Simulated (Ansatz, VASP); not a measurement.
# C: VASP beside Ansatz

```
CELL_PARAMETERS angstrom
4.28731 0.00000 0.00000
-2.14365 3.71292 0.00000
0.00000 0.00000 3.63051
ATOMIC_POSITIONS crystal
C 0.72210 0.25470 0.55269
C 0.74530 0.46740 0.21936
C 0.53260 0.27790 0.88602
C 0.25470 0.72210 0.44731
C 0.46740 0.74530 0.78064
C 0.27790 0.53260 0.11398
C 0.85575 0.00000 0.66667
C 0.00000 0.85575 0.33333
C 0.14425 0.14425 0.00000
```

Alike in both runs: functional PBE; k mesh 6 × 6 × 6; occupations gaussian, width 0.1 eV; no spin polarisation.

Ansatz relaxed the structure, and its values are those at the end. VASP's run is a single point on that final structure, the one shown.

|  | VASP | Ansatz |
| --- | --- | --- |
| version | VASP 6.6.1 | Ansatz 0.2.0 |
| potentials or method | VASP PAW PBE potentials, release 64 (C), cutoff 520 eV | scalar-relativistic, plane waves, PAW |
| valence electrons in the cell | 36 | 36 |

|  | VASP | Ansatz | Ansatz less VASP |
| --- | --- | --- | --- |
| gap on the k mesh at the Fermi level (eV) | none | none | - |
| pressure (GPa) | 0.6 | 0.1 | -0.52 |
| rms of the force components (eV/Å) | 0.011 | 0.003 | -0.0086 |

A gap of «none» marks a metal or a gap that the smearing closes. The functional is the same, so the differences come from potentials, cutoffs and numerics.
